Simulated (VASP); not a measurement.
# V in VASP: further runs, part 3 of 3

VASP 6.6.1. Earlier steps stand in the parts before.

**6. Single point, PBEsol, collinear spin, ferromagnetic start (zz strain of +3 %)**

The input, INCAR:

```
  PREC = Accurate
  ENCUT = 500
  EDIFF = 1E-6
  ISMEAR = -1
  SIGMA = 0.03
  LREAL = F
  LASPH = T
  NELM = 200
  ALGO = Normal
  ISIF = 2
  LWAVE = F
  LCHARG = T
  ISPIN = 2
  MAGMOM = 1.5
  LORBIT = 11
  LMAXMIX = 4
  GGA = PS
  LELF = T
  LVHAR = T
  NBANDS = 16
  GGA_COMPAT = F
```

The input, KPOINTS:

```
regular mesh
0
Gamma
  19 19 19
```

The input, POSCAR:

```
V
1.0
   -1.5130000000      1.5130000000      1.5583900000
    1.5130000000     -1.5130000000      1.5583900000
    1.5130000000      1.5130000000     -1.5583900000
V
1
Direct
    0.0000000000      0.0000000000      0.0000000000
```

Potentials or basis: VASP PAW PBE potentials, release 64 (V_sv).

On the command line:

```sh
$ cat potpaw_PBE.64/V_sv/POTCAR > POTCAR
$ mpirun -np 1 vasp_std > vasp.out
```

OUTCAR:

```text
PREC = Accurate
   ENCUT = 500
   EDIFF = 1E-6
   ISMEAR = -1
   LREAL = F
   LASPH = T
   NELM = 200
   ISIF = 2
   ISPIN = 2
   LORBIT = 11
   GGA = PS

 ion  position               nearest neighbor table
   1  0.000  0.000  0.000-

  LATTYP: Found a body centered tetragonal cell.
 ALAT       =     3.0260000000
 C/A-ratio  =     1.0300000000

  Lattice vectors:

 A1 = (  -1.5130000000,   1.5130000000,   1.5583900000)
 A2 = (   1.5130000000,  -1.5130000000,   1.5583900000)
 A3 = (   1.5130000000,   1.5130000000,  -1.5583900000)

Analysis of symmetry for initial positions (statically):
=====================================================================
 Subroutine PRICEL returns:
 Original cell was already a primitive cell.

 Routine SETGRP: Setting up the symmetry group for a
 body centered tetragonal supercell.

 Subroutine GETGRP returns: Found 16 space group operations
 (whereof 16 operations were pure point group operations)
 out of a pool of 16 trial point group operations.

The static configuration has the point symmetry D_4h.

Analysis of symmetry for dynamics (positions and initial velocities):
=====================================================================
 Subroutine PRICEL returns:
 Original cell was already a primitive cell.

 Routine SETGRP: Setting up the symmetry group for a
 body centered tetragonal supercell.

 Subroutine GETGRP returns: Found 16 space group operations
 (whereof 16 operations were pure point group operations)
 out of a pool of 16 trial point group operations.

The dynamic configuration has the point symmetry D_4h.

Analysis of structural, dynamic, and magnetic symmetry:
=====================================================================
 Subroutine PRICEL returns:
 Original cell was already a primitive cell.

 Routine SETGRP: Setting up the symmetry group for a
 body centered tetragonal supercell.

 Subroutine GETGRP returns: Found 16 space group operations
 (whereof 16 operations were pure point group operations)
 out of a pool of 16 trial point group operations.

The overall configuration has the point symmetry D_4h.

 Subroutine INISYM returns: Found 16 space group operations
 (whereof 16 operations are pure point group operations),
 and found     1 'primitive' translations

----------------------------------------------------------------------------------------

                                     Primitive cell

  volume of cell :      14.2697

  direct lattice vectors                    reciprocal lattice vectors
    -1.513000000  1.513000000  1.558390000     0.000000000  0.330469266  0.320843948
     1.513000000 -1.513000000  1.558390000     0.330469266  0.000000000  0.320843948
     1.513000000  1.513000000 -1.558390000     0.330469266  0.330469266  0.000000000

  length of vectors
     2.647058252  2.647058252  2.647058252     0.460598279  0.460598279  0.467354118

  position of ions in fractional coordinates (direct lattice)
     0.000000000  0.000000000  0.000000000

  ion indices of the primitive-cell ions
   primitive index   ion index
                 1           1

----------------------------------------------------------------------------------------

 KPOINTS: regular mesh
[... 50 lines left out ...]
   k-points           NKPTS =    550   k-points in BZ     NKDIM =    550   number of bands    NBANDS=     16
   number of dos      NEDOS =    301   number of ions     NIONS =      1
   total plane-waves  NPLWV =   8000
   dimension x,y,z NGX =    20 NGY =   20 NGZ =   20
   dimension x,y,z NGXF=    40 NGYF=   40 NGZF=   40
   ions per type =               1
   NGX,Y,Z   is equivalent  to a cutoff of  12.56, 12.56, 12.56 a.u.
   NGXF,Y,Z  is equivalent  to a cutoff of  25.12, 25.12, 25.12 a.u.
 SYSTEM =  unknown system
   PREC   = accura    normal or accurate (medium, high low for compatibility)
   ISTART =      0    job   : 0-new  1-cont  2-samecut
   ICHARG =      2    charge: 1-file 2-atom 10-const
   ISPIN  =      2    spin polarized calculation?
   LNONCOLLINEAR =      F non collinear calculations
   LSORBIT =      F    spin-orbit coupling
   LASPH  =      T    aspherical Exc in radial PAW
   ENCUT  =  500.0 eV  36.75 Ry    6.06 a.u.   4.83  4.83  4.83*2*pi/ulx,y,z
   NELM   =    200;   NELMIN=  2; NELMDL= -5     # of ELM steps
   EDIFF  = 0.1E-05   stopping-criterion for ELM
   LREAL  =      F    real-space projection
   EDIFFG = 0.1E-04   stopping-criterion for IOM
   NSW    =      0    number of steps for IOM
   IBRION =     -1    ionic relax: 0-MD 1-quasi-New 2-CG
   NFREE  =      0    steps in history (QN), initial steepest desc. (CG)
   ISIF   =      2    stress and relaxation
   ISYM   =      2    0-nonsym 1-usesym 2-fastsym
   POTIM  = 0.5000    time-step for ionic-motion
   TEBEG  =    0.0;   TEEND  =   0.0 temperature during run
   PSTRESS=    0.0 pullay stress
   NELECT =      13.0000    total number of electrons
   NUPDOWN=      -1.0000    fix difference up-down
   EMIN   =  10.00;   EMAX   =-10.00  energy-range for DOS
   EFERMI =   0.00;   METHOD = LEGACY
   ISMEAR =    -1;   SIGMA  =   0.03  broadening in eV -4-tet -1-fermi 0-gaus
   EFERMI_NEDOS =   21; number of points for ismear=-14 and -15
   IALGO  =     38    algorithm
   IMIX   =      4    mixing-type and parameters
     AMIX     =   0.40;   BMIX     =  1.00
     AMIX_MAG =   1.60;   BMIX_MAG =  1.00
  volume/ion in A,a.u.               =      14.27        96.30
  Fermi-wavevector in a.u.,A,eV,Ry     =   1.587028  2.999048 34.268425  2.518658
  Thomas-Fermi vector in A             =   2.686249
   LORBIT       =     11    0 simple, 1 ext, 2 COOP (PROOUT), +10 PAW based schemes
   GGA     = PS    functional components
   LHFCALC =     F    Hartree Fock is set to
   AEXX    =    0.0000 exact exchange contribution
   IVDW    =     0    specifies the selected vdW correction
   LEPSILON=     F    determine dielectric tensor
   LRPA    =     F    only Hartree local field effects (RPA)
 spin polarized calculation
  energy-cutoff  :      500.00
  volume of cell :       14.27
 maximum number of plane-waves:       382
   NGX =  9   NGY =  9   NGZ =  9

 number of electron      13.0000005 magnetization       0.0005338

 number of electron      13.0000005 magnetization      -0.0001054

 Free energy of the ion-electron system (eV)
  ---------------------------------------------------
  ext. energy  EPLUGINS =         0.00000000
  ---------------------------------------------------
  free energy    TOTEN  =        -9.56523933 eV

  energy without entropy =       -9.55964681  energy(sigma->0) =       -9.56244307

 E-fermi :   8.8615     XC(G=0): -12.7439

 val. band max:        8.8607121955   @ k =   0.3158   0.0526   0.0000
 cond. band min:       8.8616435832   @ k =  -0.1579   0.2632   0.0526
 fundamental gap:      0.0009313877
 Fermi energy:         8.8614714384

 spin component 1

 k-point     1 :       0.0000    0.0000    0.0000
  band No.  band energies     occupation
      1     -54.6842      1.00000
      2     -28.1721      1.00000
      3     -28.1709      1.00000
      4     -28.1709      1.00000
      5       2.3987      1.00000
      6       9.1957      0.00001
[... 435 lines left out ...]
      5       4.3594      1.00000
      6       8.6217      0.99966
[... 8 lines left out ...]
     15      34.5153      0.00000
     16      35.1176      0.00000

 [... further k-points ...]

 spin component 2

 k-point     1 :       0.0000    0.0000    0.0000
  band No.  band energies     occupation
      1     -54.6842      1.00000
      2     -28.1722      1.00000
      3     -28.1710      1.00000
      4     -28.1710      1.00000
      5       2.3987      1.00000
      6       9.1956      0.00001
[... 435 lines left out ...]
      5       4.3594      1.00000
      6       8.6216      0.99966
[... 8 lines left out ...]
     15      34.5153      0.00000
     16      35.1176      0.00000

 [... further k-points ...]
[... 5 lines left out ...]
  --------------------------------------------------------------------------------------
  -------------------------------------------------------------------------------------
  Total       -1.3143455     -1.3143455     -1.6053766      0.0000000      0.0000000      0.0000000
  in kB     -147.5727363   -147.5727363   -180.2492687      0.0000000      0.0000000      0.0000000
  external PRESSURE =    -158.4649138 kB  Pullay stress =       0.0000000 kB

 VOLUME and BASIS-vectors are now :
 -----------------------------------------------------------------------------
  energy-cutoff  :      500.00
  volume of cell :       14.27
      direct lattice vectors                 reciprocal lattice vectors
    -1.513000000  1.513000000  1.558390000     0.000000000  0.330469266  0.320843948
     1.513000000 -1.513000000  1.558390000     0.330469266  0.000000000  0.320843948
     1.513000000  1.513000000 -1.558390000     0.330469266  0.330469266  0.000000000

 POSITION                                       TOTAL-FORCE (eV/Angst)
 -----------------------------------------------------------------------------------
      0.00000      0.00000      0.00000        -0.000000      0.000000      0.000000
 -----------------------------------------------------------------------------------
    total drift:                                0.000000     -0.000000      0.000000

  FREE ENERGIE OF THE ION-ELECTRON SYSTEM (eV)
  ---------------------------------------------------
  free  energy   TOTEN  =        -9.5652393261 eV

  energy  without entropy=       -9.5596468064  energy(sigma->0) =       -9.56244307

 total charge

# of ion       s       p       d       tot
------------------------------------------
    1        2.327   6.205   3.030  11.562

 magnetization (x)

# of ion       s       p       d       tot
------------------------------------------
    1       -0.000  -0.000  -0.000  -0.000
```

stdout:

```text
POSCAR found type information on POSCAR V
 POSCAR found :  1 types and       1 ions
 scaLAPACK will be used
 -----------------------------------------------------------------------------
|                                                                             |
|                                                                             |
|     You enforced a specific xc type in the INCAR file but a different       |
|     I HOPE YOU KNOW WHAT YOU ARE DOING!                                     |
|                                                                             |
 -----------------------------------------------------------------------------

 LDA part: xc-table for (Slater+PW92), standard interpolation
 POSCAR, INCAR and KPOINTS ok, starting setup
 FFT: planning ... GRIDC
 FFT: planning ... GRID_SOFT
 FFT: planning ... GRID
 WAVECAR not read
 entering main loop
```

Wall time 2.8 min (1 thread of Oxide Virtual Turin-like, shared host); peak memory 0.24 GiB.

Results:

* Free energy: -9.5652 eV
* Pressure: -15.8 GPa
* Net moment: 0.00 μB per cell
* Valence electrons inside the program's atomic spheres: V 11.56

Caveat: the cell differs from its parent crystal (zz strain of +3 %); the cell stands under tension; the moments typed at the start vanished in this run; the PAW data sets were made with another functional, which shifts forces and pressure a little.

**7. Overview**

| cell | gap on the mesh (eV) | pressure (GPa) | moment (μB) |
| --- | --- | --- | --- |
| a = 2.595 Å, angles 108.6°, 1 atom | none | -11.6 | 0.00 |
| a = 2.638 Å, angles 110.0°, 1 atom | none | -11.7 | 0.00 |
| a = 2.612 Å, angles 109.2°, 1 atom | none | -11.7 | 0.00 |
| a = 2.638 Å, angles 110.0, 110.0, 108.4°, 1 atom | none | -14.6 | 0.00 |
| a = 2.647 Å, angles 110.3, 110.3, 107.9°, 1 atom | none | -15.8 | 0.00 |

Alike in all rows: task single point; level PBEsol; potentials or basis VASP PAW PBE potentials, release 64 (V_sv); spin collinear, ferromagnetic start; k mesh 19 × 19 × 19; cutoff (eV) 500; smearing fermi-dirac 0.03 eV.

Caveats: the cell stands under tension; the moments typed at the start vanished in this run; the PAW data sets were made with another functional, which shifts forces and pressure a little.

Total energies depend on the potentials used, so only differences within one code and one set of settings carry meaning.
